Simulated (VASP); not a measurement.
# CuI (Fm-3m) in VASP: a series of runs

CuI is run at these levels: PBE; tasks: single point.

Program: VASP 6.6.1. These are calculated values, not measurements. Logs are shortened: lines on timing, memory, paths and dates and some standing lists are left out, and cuts for length are marked.

### 1 The cell of the first run

It takes space group Fm-3m (No. 225, cubic). The conventional cell has a = 5.623 Å, b = 5.623 Å, c = 5.623 Å, α = 90.00°, β = 90.00°, γ = 90.00°. Within 3.7 Å of Cu (site symmetry m-3m) lie 6 I at 2.81 Å. Within 3.7 Å of I (site symmetry m-3m) lie 6 Cu at 2.81 Å.

### 2 Single point, PBE (volume changed by -6%)

File INCAR:

```
SYSTEM = CuI
PREC = Accurate ; ENCUT = 520
EDIFF = 1E-7 ; ISMEAR = -1
SIGMA = 0.02 ; LREAL = .False.
LASPH = .True. ; NELM = 80
ALGO = Normal ; ISIF = 2
LWAVE = .False. ; LCHARG = .True.
GGA = PE ; LELF = .True.
LVHAR = .True. ; NBANDS = 16
```

File KPOINTS:

```
regular mesh
0
Gamma
  6 6 6
  0 0 0
```

File POSCAR:

```
CuI
1.0
    0.0000000000      2.8115719229      2.8115719229
    2.8115719229      0.0000000000      2.8115719229
    2.8115719229      2.8115719229      0.0000000000
Cu I
1 1
Direct
    0.0000000000      0.0000000000      0.0000000000
    0.5000000000      0.5000000000      0.5000000000
```

Potentials or basis: VASP PAW PBE potentials, release 64 (Cu, I).

Run with:

```sh
$ cat potpaw_PBE.64/Cu/POTCAR potpaw_PBE.64/I/POTCAR > POTCAR
$ mpirun -np 1 vasp_std > vasp.out
```

OUTCAR:

```text
SYSTEM = CuI
   PREC = Accurate
   ENCUT = 520
   EDIFF = 1E-7
   ISMEAR = -1
   LREAL = .False.
   LASPH = .True.
   NELM = 80
   ISIF = 2
   GGA = PE

 ion  position               nearest neighbor table
   1  0.000  0.000  0.000-   2 2.81   2 2.81   2 2.81   2 2.81   2 2.81   2 2.81
   2  0.500  0.500  0.500-   1 2.81   1 2.81   1 2.81   1 2.81   1 2.81   1 2.81

  LATTYP: Found a face centered cubic cell.
 ALAT       =     5.6231438458

  Lattice vectors:

 A1 = (   0.0000000000,   2.8115719229,   2.8115719229)
 A2 = (   2.8115719229,   0.0000000000,   2.8115719229)
 A3 = (   2.8115719229,   2.8115719229,   0.0000000000)

Analysis of symmetry for initial positions (statically):
=====================================================================
 Subroutine PRICEL returns:
 Original cell was already a primitive cell.

 Routine SETGRP: Setting up the symmetry group for a
 face centered cubic supercell.

 Subroutine GETGRP returns: Found 48 space group operations
 (whereof 48 operations were pure point group operations)
 out of a pool of 48 trial point group operations.

The static configuration has the point symmetry O_h .

Analysis of symmetry for dynamics (positions and initial velocities):
=====================================================================
 Subroutine PRICEL returns:
 Original cell was already a primitive cell.

 Routine SETGRP: Setting up the symmetry group for a
 face centered cubic supercell.

 Subroutine GETGRP returns: Found 48 space group operations
 (whereof 48 operations were pure point group operations)
 out of a pool of 48 trial point group operations.

The dynamic configuration has the point symmetry O_h .

 Subroutine INISYM returns: Found 48 space group operations
 (whereof 48 operations are pure point group operations),
 and found     1 'primitive' translations

----------------------------------------------------------------------------------------

                                     Primitive cell

  volume of cell :      44.4506

  direct lattice vectors                    reciprocal lattice vectors
     0.000000000  2.811571923  2.811571923    -0.177836461  0.177836461  0.177836461
     2.811571923  0.000000000  2.811571923     0.177836461 -0.177836461  0.177836461
     2.811571923  2.811571923  0.000000000     0.177836461  0.177836461 -0.177836461

  length of vectors
     3.976163145  3.976163145  3.976163145     0.308021786  0.308021786  0.308021786

  position of ions in fractional coordinates (direct lattice)
[... 70 lines left out ...]
   EDIFF  = 0.1E-06   stopping-criterion for ELM
   LREAL  =      F    real-space projection
   EDIFFG = 0.1E-05   stopping-criterion for IOM
   NSW    =      0    number of steps for IOM
   IBRION =     -1    ionic relax: 0-MD 1-quasi-New 2-CG
   NFREE  =      0    steps in history (QN), initial steepest desc. (CG)
   ISIF   =      2    stress and relaxation
   ISYM   =      2    0-nonsym 1-usesym 2-fastsym
   POTIM  = 0.5000    time-step for ionic-motion
   TEBEG  =    0.0;   TEEND  =   0.0 temperature during run
   PSTRESS=    0.0 pullay stress
   NELECT =      18.0000    total number of electrons
   NUPDOWN=      -1.0000    fix difference up-down
   EMIN   =  10.00;   EMAX   =-10.00  energy-range for DOS
   EFERMI =   0.00;   METHOD = LEGACY
   ISMEAR =    -1;   SIGMA  =   0.02  broadening in eV -4-tet -1-fermi 0-gaus
   EFERMI_NEDOS =   21; number of points for ismear=-14 and -15
   IALGO  =     38    algorithm
   IMIX   =      4    mixing-type and parameters
     AMIX     =   0.40;   BMIX     =  1.00
     AMIX_MAG =   1.60;   BMIX_MAG =  1.00
  volume/ion in A,a.u.               =      22.23       149.98
  Fermi-wavevector in a.u.,A,eV,Ry     =   1.211174  2.288787 19.958957  1.466942
  Thomas-Fermi vector in A             =   2.346698
   LORBIT       =      0    0 simple, 1 ext, 2 COOP (PROOUT), +10 PAW based schemes
   GGA     = PE    functional components
   LHFCALC =     F    Hartree Fock is set to
   AEXX    =    0.0000 exact exchange contribution
   IVDW    =     0    specifies the selected vdW correction
   LEPSILON=     F    determine dielectric tensor
   LRPA    =     F    only Hartree local field effects (RPA)
 non-spin polarized calculation
  energy-cutoff  :      520.00
  volume of cell :       44.45
 maximum number of plane-waves:      1243
 NGX is ok and might be reduce to    30
   NGX = 15   NGY = 15   NGZ = 15

 number of electron      18.0000012 magnetization

 Free energy of the ion-electron system (eV)
  ---------------------------------------------------
  ext. energy  EPLUGINS =         0.00000000
  ---------------------------------------------------
  free energy    TOTEN  =        -5.06810173 eV

  energy without entropy =       -5.06708680  energy(sigma->0) =       -5.06759427

 E-fermi :   6.9311     XC(G=0): -10.2845

 val. band max:        6.9206271356   @ k =   0.5000   0.0000   0.0000
 cond. band min:       7.5381860124   @ k =   0.3333   0.3333   0.0000
 fundamental gap:      0.6175588768
 Fermi energy:         6.9311168149

 k-point     1 :       0.0000    0.0000    0.0000
  band No.  band energies     occupation
      1      -7.7200      2.00000
      2       4.7303      2.00000
      3       4.7303      2.00000
      4       4.7471      2.00000
      5       4.7471      2.00000
      6       4.7471      2.00000
[... 281 lines left out ...]
      3       2.3769      2.00000
      4       2.4332      2.00000
      5       4.8980      2.00000
      6       5.0542      2.00000
[... 8 lines left out ...]
     15      19.4181      0.00000
     16      20.7094      0.00000

------------------------ aborting loop because EDIFF is reached ----------------------------------------

  FORCE on cell =-STRESS in cart. coord.  units (eV):
  Direction    XX          YY          ZZ          XY          YZ          ZX
  --------------------------------------------------------------------------------------
  -------------------------------------------------------------------------------------
  Total        0.9219040      0.9219040      0.9219040     -0.0000000     -0.0000000      0.0000000
  in kB       33.2291085     33.2291085     33.2291085     -0.0000000     -0.0000000      0.0000000
  external PRESSURE =      33.2291085 kB  Pullay stress =       0.0000000 kB

 VOLUME and BASIS-vectors are now :
 -----------------------------------------------------------------------------
  energy-cutoff  :      520.00
  volume of cell :       44.45
      direct lattice vectors                 reciprocal lattice vectors
     0.000000000  2.811571923  2.811571923    -0.177836461  0.177836461  0.177836461
     2.811571923  0.000000000  2.811571923     0.177836461 -0.177836461  0.177836461
     2.811571923  2.811571923  0.000000000     0.177836461  0.177836461 -0.177836461

 POSITION                                       TOTAL-FORCE (eV/Angst)
 -----------------------------------------------------------------------------------
      0.00000      0.00000      0.00000        -0.000000     -0.000000      0.000000
      2.81157      2.81157      2.81157         0.000000      0.000000     -0.000000
 -----------------------------------------------------------------------------------
    total drift:                               -0.000000      0.000000      0.000000

  FREE ENERGIE OF THE ION-ELECTRON SYSTEM (eV)
  ---------------------------------------------------
  free  energy   TOTEN  =        -5.0681017323 eV

  energy  without entropy=       -5.0670868031  energy(sigma->0) =       -5.06759427
```

stdout:

```text
POSCAR found type information on POSCAR CuI
 POSCAR found :  2 types and       2 ions
 scaLAPACK will be used
 LDA part: xc-table for (Slater+PW92), standard interpolation
 POSCAR, INCAR and KPOINTS ok, starting setup
 FFT: planning ... GRIDC
 FFT: planning ... GRID_SOFT
 FFT: planning ... GRID
 WAVECAR not read
 entering main loop
```

Run time: 16 s. Hardware: 1 thread of Intel Xeon Platinum 8259CL at 2.50GHz (Skylake/Cascade Lake), shared host; peak memory 0.17 GiB.

Results:

| Property | Result |
| --- | --- |
| Free energy | -5.0681 eV |
| Pressure | 3.3 GPa |
| Band gap on the k mesh | zero (band 9 reaches 6.92 eV, above the bottom of band 10 at 6.38 eV) |

Levels at points of the mesh, in eV from the Fermi level:
```
           k point  band 5  band 6  band 7  band 8  band 9  band 10  band 11  band 12  band 13  band 14
(0.00, 0.00, 0.00)   -2.18   -2.18   -1.87   -1.87   -1.87     1.10     7.31     7.31     7.31     8.78
(0.50, 0.00, 0.00)   -1.94   -1.94   -1.84   -0.01   -0.01     2.71     4.30     4.30     5.91    10.94
(0.50, 0.50, 0.00)   -2.48   -2.07   -1.85   -1.85   -1.72    -0.56     4.29    10.31    10.31    10.81
```

Caveat: the cell differs from its parent crystal (volume changed by -6%); spin-orbit coupling is left out, which moves the levels of the heavy elements; semilocal functionals often make such compounds metallic where correlation or magnetic order opens a gap, which also shifts bond lengths.

### 3 Single point, PBE

This run uses another cell than the first one, of 23.64 Å³/atom, 1.064 times its volume.

File INCAR:

```
SYSTEM = CuI
PREC = Accurate ; ENCUT = 520
EDIFF = 1E-6 ; ISMEAR = -1
SIGMA = 0.02 ; LREAL = .FALSE.
LASPH = .TRUE. ; NELM = 80
ALGO = Normal ; ISIF = 2
LWAVE = .FALSE. ; LCHARG = .TRUE.
GGA = PE ; LELF = .TRUE.
LVHAR = .TRUE. ; NBANDS = 16
```

File KPOINTS:

```
regular mesh
0
G
  6 6 6
  0 0 0
```

File POSCAR:

```
CuI
1.0
    0.0000000000      2.8701631208      2.8701631208
    2.8701631208      0.0000000000      2.8701631208
    2.8701631208      2.8701631208      0.0000000000
Cu I
1 1
Direct
    0.0000000000      0.0000000000      0.0000000000
    0.5000000000      0.5000000000      0.5000000000
```

Potentials or basis: VASP PAW PBE potentials, release 64 (Cu, I).

Run with:

```sh
$ cat potpaw_PBE.64/Cu/POTCAR potpaw_PBE.64/I/POTCAR > POTCAR
$ mpirun -np 1 vasp_std > vasp.out
```

Wall time 14 s (1 thread of Intel Xeon Platinum 8259CL at 2.50GHz (Skylake/Cascade Lake), shared host); peak memory 0.17 GiB.

Results (log left out):

```yaml
Free_energy: -5.0957 eV
Pressure: -0.2 GPa
Band_gap_on_the_k_mesh: zero (band 9 reaches 6.10 eV, above the bottom of band 10 at 5.67 eV)
```

Levels at points of the mesh, in eV from the Fermi level:
| k point | band 6 | band 7 | band 8 | band 9 | band 10 | band 11 | band 12 | band 13 |
| --- | --- | --- | --- | --- | --- | --- | --- | --- |
| (0.00, 0.00, 0.00) | -1.91 | -1.80 | -1.80 | -1.80 | 0.85 | 7.34 | 7.34 | 7.34 |
| (0.50, 0.00, 0.00) | -1.70 | -1.61 | -0.01 | -0.01 | 2.80 | 4.42 | 4.42 | 5.59 |
| (0.50, 0.50, 0.00) | -1.82 | -1.62 | -1.62 | -1.52 | -0.44 | 4.45 | 9.96 | 9.96 |

Caveat: spin-orbit coupling is left out, which moves the levels of the heavy elements; semilocal functionals often make such compounds metallic where correlation or magnetic order opens a gap, which also shifts bond lengths.
